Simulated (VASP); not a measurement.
## SnO2: single point with BLYP

SnO2:

```
CELL_PARAMETERS angstrom
-2.00007 2.00007 5.12368
2.00007 -2.00007 5.12368
2.00007 2.00007 -5.12368
ATOMIC_POSITIONS crystal
Sn 0.75000 0.25000 0.50000
Sn 0.00000 0.00000 0.00000
O 0.79652 0.79652 0.00000
O 0.95348 0.45348 0.50000
O 0.20348 0.20348 0.00000
O 0.54652 0.04652 0.50000
```

```
Program             : VASP 6.6.1
Task                : single point
Functional          : BLYP
Potentials or basis : VASP PAW PBE potentials, release 64 (Sn_d, O)
Cutoff              : 520 eV
k mesh              : 6 × 6 × 6
Occupations         : gaussian, width 0.01 eV
Spin                : no spin polarisation
```

```json
{
 "Pressure": "11.4 GPa",
 "Largest force": "0.185 eV/Å",
 "Band gap on the k mesh": "1.69 eV (least direct gap 2.06 eV)"
}
```

Forces on the atoms (eV/Å):
```
Sn   0.000  0.000  0.000
Sn   0.000  0.000  0.000
O    0.000  0.000 -0.185
O    0.000  0.000  0.185
O    0.000  0.000  0.185
O    0.000  0.000 -0.185
```

Stress tensor (GPa, compression positive):
```
11.08  0.00  0.00
 0.00 11.08  0.00
 0.00  0.00 12.00
```

Levels at points of the mesh, in eV from the valence-band top:
```
           k point  band 24  band 25  band 26  band 27  band 28  band 29
(0.00, 0.00, 0.00)    -0.64    -0.38    -0.38     1.69     5.54     9.49
(0.50, 0.00, 0.00)    -0.73    -0.55    -0.37     4.98     6.22     8.05
(0.50, 0.50, 0.00)    -0.79    -0.03    -0.03     7.31     7.31     7.82
(0.50, 0.50, 0.50)    -0.98    -0.28    -0.28     4.26     4.26     7.82
```

Run time: 2.1 min on 1 thread of Intel(R) Xeon(R) Platinum 8488C (Sapphire Rapids), with other jobs on the host, peak memory 0.34 GiB.

Caveat: the cell stands under pressure; the PAW data sets were made with another functional, which shifts forces and pressure a little; spin-orbit coupling is left out, which moves the levels of the heavy elements. A k mesh can miss the band edges.
